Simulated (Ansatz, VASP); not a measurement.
In in VASP and in Ansatz

File INCAR:

```
ALGO = Normal
EDIFF = 1E-6
ENCUT = 520
GGA = PE
ISIF = 2
ISMEAR = -1
LASPH = True
LCHARG = False
LREAL = False
LWAVE = False
NBANDS = 34
NELM = 80
PREC = Accurate
SIGMA = 0.05
```

Contents of KPOINTS:

```
k-points
0
Gamma
  9 9 3
```

Contents of POSCAR:

```
In
1.0
    3.2951747201      0.0000000000      0.0000000000
   -1.6475873600      2.8537050175      0.0000000000
    0.0000000000      0.0000000000     10.5792442876
In
4
Direct
    0.6666666667      0.3333333333      0.7500000000
    0.0000000000      0.0000000000      0.5000000000
    0.3333333333      0.6666666667      0.2500000000
    0.0000000000      0.0000000000      0.0000000000
```

The input input.yaml:

```yaml
crystal:
  lattice:
    - [3.2951747201, 0.0, 0.0]
    - [-1.64758736, 2.8537050175, 0.0]
    - [0.0, 0.0, 10.5792442876]
  atoms:
    - { symbol: In, position: [0.6666666667, 0.3333333333, 0.75] }
    - { symbol: In, position: [0.0, 0.0, 0.5] }
    - { symbol: In, position: [0.3333333333, 0.6666666667, 0.25] }
    - { symbol: In, position: [0.0, 0.0, 0.0] }
hamiltonian:
  xc: pbe
  pseudopotentials: { kind: paw }
kpoints:
  mp_grid: { grid: [9, 9, 3] }
scf:
  occupations: { method: fermi_dirac, width: 0.05 }
output:
  forces: true
  stress: true
  eigenvalues: true
```

Alike in both runs: task single point; functional PBE; k mesh 9 × 9 × 3; occupations fermi-dirac, width 0.05 eV; no spin polarisation.

|  | VASP | Ansatz |
| --- | --- | --- |
| version | VASP 6.6.1 | Ansatz 0.2.0 |
| potentials or method | VASP PAW PBE potentials, release 64 (In_d) | Ansatz PAW |
| plane-wave cutoff (eV) | 520 | 420 |
| valence electrons in the cell | 52 | 52 |

```tsv
	VASP	Ansatz	Ansatz less VASP
gap on the k mesh at the Fermi level (eV)	none	none	-
pressure (GPa)	4.6	4.7	+0.06
traceless stress, the component that is largest in VASP (GPa)	0.56	0.56	-0.002
```

A gap of «none» marks a metal or a gap that the smearing closes. With one functional, cell and mesh, what is left measures potentials, basis and numerics.
